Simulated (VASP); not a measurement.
Wanted: the native input for a VASP 6.6.1 run.

| Quantity | Value |
| --- | --- |
| Task | single point |
| Functional | r2SCAN |
| Potentials or basis | VASP PAW PBE potentials, release 64 (Ga_d, N) |
| Cutoff | 520 eV |
| k mesh | 10 × 10 × 10 |
| Occupations | gaussian, width 0.05 eV |
| Spin | no spin polarisation |
| Dipole correction | no |
| Further INCAR settings | ALGO = Normal; EDIFF = 1e-07; NBANDS = 16 |

Crystal: GaN.

```
Ga N
1.0
     0.00000    2.19716    2.14083
     2.19716    0.00000    2.14083
     2.19716    2.19716    0.00000
Ga N
1 1
Direct
  0.00000 0.00000 0.00000
  0.75000 0.75000 0.75000
```

This cell differs from its parent crystal: strain -0.025 along x and y, -0.050 along z.

The input as run:

POSCAR

```
GaN
1.0
    0.0000000000      2.1971630923      2.1408255771
    2.1971630923      0.0000000000      2.1408255771
    2.1971630923      2.1971630923      0.0000000000
Ga N
1 1
Direct
    0.0000000000      0.0000000000      0.0000000000
    0.7500000000      0.7500000000      0.7500000000
```

INCAR.step1

```
SYSTEM = GaN
  PREC = Accurate
  ENCUT = 520
  ISMEAR = 0
  SIGMA = 0.05
  LREAL = .FALSE.
  LASPH = .TRUE.
  NELM = 60
  NBANDS = 16
  GGA = PE
  ALGO = Normal
  EDIFF = 1E-4
  LWAVE = .TRUE.
  LCHARG = .FALSE.
```

INCAR.step2

```
SYSTEM = GaN
  PREC = Accurate
  ENCUT = 520
  EDIFF = 1E-7
  ISMEAR = 0
  SIGMA = 0.05
  LREAL = .FALSE.
  LASPH = .TRUE.
  NELM = 60
  ALGO = Normal
  ISIF = 2
  LWAVE = .FALSE.
  LCHARG = .TRUE.
  METAGGA = R2SCAN
  LMIXTAU = .TRUE.
  LELF = .TRUE.
  LVHAR = .TRUE.
  NBANDS = 16
  ISTART = 1
```

KPOINTS

```
regular mesh
0
G
  10 10 10
  0 0 0
```

Potentials or basis: VASP PAW PBE potentials, release 64 (Ga_d, N).

Launch:

```sh
$ cat potpaw_PBE.64/Ga_d/POTCAR potpaw_PBE.64/N/POTCAR > POTCAR
$ cp INCAR.step1 INCAR
$ mpirun -np 1 vasp_std > vasp.out
$ cp INCAR.step2 INCAR
$ mpirun -np 1 vasp_std > vasp.out
```

It gave:

```json
{
 "Pressure": "24.5 GPa",
 "Band gap on the k mesh": "2.72 eV"
}
```

Caveat: the cell differs from its parent crystal (strain -0.025 along x and y, -0.050 along z); the cell stands under pressure; the PAW data sets were made with another functional, which shifts forces and pressure a little.

It took 2.8 min on 1 thread of Intel Xeon 8259CL (shared host), peak memory 0.17 GiB.
